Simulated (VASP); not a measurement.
The system is Te.

```
Te
1.0
     4.05783    0.00000    0.00000
    -2.02891    3.51418    0.00000
     0.00000    0.00000   10.41790
Te
4
Direct
  0.33333 0.66667 0.16100
  0.66667 0.33333 0.66100
  0.33333 0.66667 0.33900
  0.66667 0.33333 0.83900
```

```yaml
Program: VASP 6.6.1
Task: relaxation of cell and atoms
Functional: PBE
Potentials_or_basis: VASP PAW PBE potentials, release 64 (Te)
Cutoff: 600 eV
k_mesh: 6 × 6 × 2
Occupations: gaussian, width 0.1 eV
Spin: no spin polarisation
```

At the start: pressure 64.8 GPa; volume 37.14 Å³/atom.

Task: Where does the relaxation end?

Result: Over 14 steps the energy falls by 5409.1 meV/atom and the volume is 72.52 Å³/atom (+95.3 %); space group P6_3/mmc (No. 194, to 0.05 Å).

The path:
```
step  energy change (eV)  largest force (eV/Å)  pressure (GPa)  volume (Å³)
   1              0.0000               49.9446           64.83       148.56
   2            -17.4273                0.0601           -3.87       444.68
   3            -17.5051                0.0747           -3.85       439.99
   4            -17.5907                0.0890           -3.83       434.67
   5            -20.0224                1.5829           -3.09       361.33
   6            -12.0437                6.6209           25.79       258.25
   7            -20.8563                1.5752           -2.69       330.06
   8            -20.4039                2.9086            3.75       294.54
   9            -21.4864                0.4193           -1.42       315.80
  10            -21.5088                0.1948           -0.74       311.61
  11            -21.5910                0.4907            0.10       295.06
  12            -21.5948                0.5586            0.34       291.36
  13            -21.6350                0.0368           -0.05       289.83
  14            -21.6362                0.0332            0.00       290.07
```

Final structure:
```cif
data_structure
_symmetry_space_group_name_H-M 'P 1'
_symmetry_Int_Tables_number 1
_cell_length_a 3.7976
_cell_length_b 3.7976
_cell_length_c 23.2247
_cell_angle_alpha 90.000
_cell_angle_beta 90.000
_cell_angle_gamma 120.000
_cell_volume 290.07
loop_
_atom_site_label
_atom_site_type_symbol
_atom_site_fract_x
_atom_site_fract_y
_atom_site_fract_z
_atom_site_occupancy
Te1 Te 0.33333 0.66667 0.95607 1
Te2 Te 0.66667 0.33333 0.45607 1
Te3 Te 0.33333 0.66667 0.54393 1
Te4 Te 0.66667 0.33333 0.04393 1
```

Caveat: the volume moved by over 15 % at a fixed basis, so the end points are rough; this functional lacks dispersion, which binds the layers, so the pressure and a relaxed spacing across them are unreliable.
